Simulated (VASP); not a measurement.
# Al30Cu (a cell with a defect) in VASP: notebook, part 2 of 2

VASP 6.6.1.

**3. Single point, PBE**

Contents of INCAR:

```
SYSTEM = Al30Cu
  PREC = Accurate
  ENCUT = 520
  EDIFF = 1E-6
  ISMEAR = 0
  SIGMA = 0.1
  LREAL = Auto
  LASPH = .TRUE.
  NELM = 80
  ALGO = Normal
  ISIF = 2
  LWAVE = .FALSE.
  LCHARG = .FALSE.
  GGA = PE
  NBANDS = 72
```

Contents of KPOINTS:

```
regular mesh
0
G
  3 3 3
  0 0 0
```

Contents of POSCAR:

```
Al30Cu
1.0
    8.1000000000      0.0000000000      0.0000000000
    0.0000000000      8.1000000000      0.0000000000
    0.0000000000      0.0000000000      8.1000000000
Al Cu
30 1
Direct
    0.4967658025      0.0016828395     -0.0016385185
    0.7470243210      0.2541524691     -0.0018153086
    0.7489608642      0.0000598765      0.2490133333
    0.0025338272      0.0038600000     -0.0016945679
    0.7487035802      0.7501776543     -0.0018156790
    0.2495818519      0.0034455556      0.2463749383
    0.4947204938      0.2551934568      0.2359137037
    0.7467350617      0.5022456790      0.2482712346
    0.5008828395      0.0008938272      0.4983464198
    0.7475654321      0.2514950617      0.4983318519
    0.7492671605     -0.0001969136      0.7472671605
    0.0002097531      0.4983835802     -0.0019079012
    0.2525804938      0.7487116049     -0.0020440741
    0.0017674074      0.2509214815      0.2461866667
    0.2538590123      0.4961996296      0.2358818519
    0.5005608642      0.7478823457      0.2482635802
   -0.0017558025     -0.0002258025      0.4978829630
    0.2498674074      0.2512385185      0.4982446914
    0.4993667901      0.5009972840      0.4986459259
    0.7490444444      0.7504779012      0.4983588889
    0.2494618519      0.0031124691      0.7500106173
    0.4947046914      0.2547303704      0.7610212346
    0.7463345679      0.5020848148      0.7488270370
   -0.0013625926      0.7505660494      0.2491633333
   -0.0003806173      0.5022175309      0.4982654321
    0.2496335802      0.7491712346      0.4983327160
    0.0019643210      0.2506932099      0.7500523457
    0.2537566667      0.4963267901      0.7610044444
    0.5007669136      0.7476801235      0.7486614815
   -0.0016193827      0.7505246914      0.7467912346
    0.5057297531      0.5066309877     -0.0008432099
```

Potentials or basis: VASP PAW PBE potentials, release 64 (Al, Cu).

On the command line:

```
$ cat potpaw_PBE.64/Al/POTCAR potpaw_PBE.64/Cu/POTCAR > POTCAR
$ mpirun -np 1 vasp_std > vasp.out
```

OUTCAR:

```text
SYSTEM = Al30Cu
   PREC = Accurate
   ENCUT = 520
   EDIFF = 1E-6
   ISMEAR = 0
   LREAL = Auto
   LASPH = .TRUE.
   NELM = 80
   ISIF = 2
   GGA = PE

 ion  position               nearest neighbor table
   1  0.497  0.002  0.998-  22 2.81   7 2.81   6 2.84  21 2.84  13 2.85   2 2.88   3 2.88   5 2.88
                            11 2.88  16 2.89  29 2.89
   2  0.747  0.254  0.998-  22 2.80   7 2.81  31 2.83  23 2.85  12 2.85   8 2.85   1 2.88  14 2.88
                            27 2.88   3 2.89  11 2.89   4 2.90
   3  0.749  0.000  0.249-   9 2.85  17 2.85  20 2.86  24 2.86  16 2.87   5 2.87  10 2.87   1 2.88
                            14 2.88   4 2.89   2 2.89   7 2.92
   4  0.003  0.004  0.998-  14 2.83  27 2.84   6 2.84  21 2.84  24 2.89   3 2.89  11 2.89  30 2.89
                            13 2.89   2 2.90   5 2.91
   5  0.749  0.750  0.998-  31 2.79  23 2.85  29 2.85   8 2.85  16 2.85  11 2.87   3 2.87  24 2.87
                            30 2.87  12 2.88   1 2.88   4 2.91
   6  0.250  0.003  0.246-   4 2.84   1 2.84  14 2.84   7 2.85  18 2.86  17 2.88  13 2.88   9 2.88
                            24 2.89  26 2.90  16 2.90
   7  0.495  0.255  0.236-  15 2.76  31 2.80   2 2.81   1 2.81   6 2.85   8 2.86  18 2.91  19 2.91
                             3 2.92  10 2.95   9 2.96
   8  0.747  0.502  0.248-  31 2.81  16 2.82  19 2.85   5 2.85   2 2.85  20 2.85   7 2.86  24 2.87
                            10 2.87  25 2.88  12 2.88  14 2.90
   9  0.501  0.001  0.498-  10 2.85  11 2.85   3 2.85  20 2.86  18 2.87  26 2.88  21 2.88  16 2.88
[... 31 lines left out ...]
  25  1.000  0.502  0.498-  30 2.85  26 2.85  24 2.85  20 2.86  18 2.87  10 2.88   8 2.88  27 2.88
                            14 2.88  23 2.89  15 2.96  28 2.96
  26  0.250  0.749  0.498-  25 2.85  19 2.85  30 2.86  24 2.86  16 2.87  29 2.87  17 2.88   9 2.88
                            21 2.90   6 2.90  15 2.95  28 2.95
  27  0.002  0.251  0.750-  21 2.84   4 2.84  12 2.84  28 2.85  18 2.86  17 2.88   2 2.88  25 2.88
                            11 2.88  10 2.90  23 2.90
  28  0.254  0.496  0.761-  22 2.76  13 2.80  31 2.81  12 2.81  27 2.85  29 2.86  18 2.91  19 2.91
                            30 2.92  26 2.95  25 2.96
  29  0.501  0.748  0.749-  23 2.81  31 2.82  19 2.84   5 2.85  13 2.85  20 2.86  28 2.86  11 2.87
                            26 2.87   9 2.88   1 2.89  21 2.90
  30  0.998  0.751  0.747-  25 2.85  20 2.85  17 2.85  11 2.85  26 2.86  23 2.87   5 2.87  12 2.88
                            21 2.88   4 2.89  13 2.89  28 2.92
  31  0.506  0.507  0.999-   5 2.79   7 2.80  15 2.80   8 2.81  16 2.81  22 2.81  28 2.81  23 2.81
[... 220 lines left out ...]
   NGX = 31   NGY = 31   NGZ = 31

 number of electron     100.9999999 magnetization

 Free energy of the ion-electron system (eV)
  ---------------------------------------------------
  ext. energy  EPLUGINS =         0.00000000
  ---------------------------------------------------
  free energy    TOTEN  =      -115.80402552 eV

  energy without entropy =     -115.75480290  energy(sigma->0) =     -115.77941421

 E-fermi :   7.3081     XC(G=0): -10.0545

 val. band max:        7.3024505886   @ k =   0.3333   0.0000   0.0000
 cond. band min:       7.3757040544   @ k =   0.3333   0.0000   0.3333
 fundamental gap:      0.0732534658
 Fermi energy:         7.3081233488

 k-point     1 :       0.0000    0.0000    0.0000
  band No.  band energies     occupation
      1      -3.3852      2.00000
      2      -1.2496      2.00000
      3      -1.2386      2.00000
      4      -1.2061      2.00000
      5      -1.2035      2.00000
      6      -1.1068      2.00000
[... 899 lines left out ...]
     61       9.2271      0.00000
     62       9.2678      0.00000
 [bands above 62 left out]

------------------------ aborting loop because EDIFF is reached ----------------------------------------

  FORCE on cell =-STRESS in cart. coord.  units (eV):
  Direction    XX          YY          ZZ          XY          YZ          ZX
  --------------------------------------------------------------------------------------
  -------------------------------------------------------------------------------------
  Total       -7.4535039     -7.4420871     -7.1876812     -0.2926824      0.0070169     -0.0038778
  in kB      -22.4706693    -22.4362501    -21.6692725     -0.8823728      0.0211543     -0.0116907
  external PRESSURE =     -22.1920640 kB  Pullay stress =       0.0000000 kB

 VOLUME and BASIS-vectors are now :
 -----------------------------------------------------------------------------
  energy-cutoff  :      520.00
  volume of cell :      531.44
      direct lattice vectors                 reciprocal lattice vectors
     8.100000000  0.000000000  0.000000000     0.123456790  0.000000000  0.000000000
     0.000000000  8.100000000  0.000000000     0.000000000  0.123456790  0.000000000
     0.000000000  0.000000000  8.100000000     0.000000000  0.000000000  0.123456790

 POSITION                                       TOTAL-FORCE (eV/Angst)
 -----------------------------------------------------------------------------------
      4.02380      0.01363      8.08673        -0.006180      0.014843     -0.000933
      6.05090      2.05863      8.08530         0.014065     -0.003877      0.007853
      6.06658      0.00048      2.01701        -0.001499     -0.001509      0.013115
      0.02052      0.03127      8.08627         0.000961     -0.001466     -0.002892
      6.06450      6.07644      8.08529         0.004766      0.007399      0.005308
      2.02161      0.02791      1.99564        -0.010897      0.001211     -0.007152
[... 23 lines left out ...]
      8.08688      6.07925      6.04901         0.001219      0.001884      0.002046
      4.09641      4.10371      8.09317        -0.006776     -0.002957     -0.003583
 -----------------------------------------------------------------------------------
    total drift:                               -0.019143      0.018147     -0.072096

  FREE ENERGIE OF THE ION-ELECTRON SYSTEM (eV)
  ---------------------------------------------------
  free  energy   TOTEN  =      -115.8040255195 eV

  energy  without entropy=     -115.7548028956  energy(sigma->0) =     -115.77941421
```

OSZICAR:

```text
N       E                     dE             d eps       ncg     rms          rms(c)
DAV:   1     0.280329551617E+03    0.28033E+03   -0.34079E+04  2016   0.115E+03
DAV:   2    -0.845466366255E+02   -0.36488E+03   -0.33941E+03  2064   0.196E+02
DAV:   3    -0.118499797556E+03   -0.33953E+02   -0.30790E+02  2624   0.577E+01
DAV:   4    -0.120444988900E+03   -0.19452E+01   -0.18975E+01  2808   0.134E+01
[... 12 lines left out ...]
DAV:  17    -0.115804113825E+03   -0.40579E-04   -0.43107E-04  2400   0.670E-02    0.767E-02
DAV:  18    -0.115804133000E+03   -0.19174E-04   -0.15811E-05  2928   0.371E-02    0.858E-02
DAV:  19    -0.115804017369E+03    0.11563E-03   -0.56983E-04  2688   0.495E-01    0.160E-02
DAV:  20    -0.115804025406E+03   -0.80369E-05   -0.92823E-05  2944   0.658E-02    0.897E-03
DAV:  21    -0.115804025520E+03   -0.11383E-06   -0.47631E-07  1344   0.776E-03
   1 F= -.11580403E+03 E0= -.11577941E+03  d E =-.492226E-01
```

It took 10 min on 1 thread of Intel Xeon 6975P-C (Granite Rapids), shared host; peak memory 0.65 GiB.

What came out:

```
Free energy            : -115.8040 eV
Pressure               : -2.2 GPa
Largest force          : 0.027 eV/Å
Band gap on the k mesh : zero (an odd number of electrons rules out a gap without spin polarisation)
```

Forces on the atoms (eV/Å):
```
Al  -0.006  0.015 -0.001
Al   0.014 -0.004  0.008
Al  -0.001 -0.002  0.013
Al   0.001 -0.001 -0.003
Al   0.005  0.007  0.005
Al  -0.011  0.001 -0.007
Al  -0.005 -0.004  0.014
Al  -0.017  0.012  0.009
Al   0.010 -0.010  0.000
Al  -0.003 -0.004  0.001
Al  -0.003  0.007 -0.014
Al   0.023 -0.011  0.003
Al   0.005  0.003  0.013
Al   0.011 -0.007 -0.004
Al  -0.011 -0.008  0.008
Al   0.016 -0.012  0.004
Al  -0.008 -0.001  0.003
Al   0.006  0.010  0.001
Al   0.010  0.009 -0.007
Al  -0.008 -0.002 -0.009
Al  -0.010  0.012  0.009
Al  -0.015  0.008 -0.017
Al  -0.006  0.009 -0.016
Al  -0.005  0.003  0.006
Al  -0.013  0.005  0.002
Al   0.007 -0.004 -0.006
Al   0.010 -0.003  0.010
Al  -0.001 -0.023 -0.014
Al   0.011 -0.006 -0.010
Al   0.001  0.002  0.002
Cu  -0.007 -0.003 -0.004
```

Stress tensor (GPa, compression positive):
```
-2.25 -0.09  0.00
-0.09 -2.24  0.00
 0.00  0.00 -2.17
```

Levels at points of the mesh, in eV from the Fermi level:
```csv
k point,band 48,band 49,band 50,band 51,band 52,band 53,band 54,band 55
"(0.00, 0.00, 0.00)",-0.13,-0.08,-0.02,0.62,0.64,0.67,0.69,0.85
```

The gap in the log of VASP goes by the Fermi energy; the results here count the filled bands.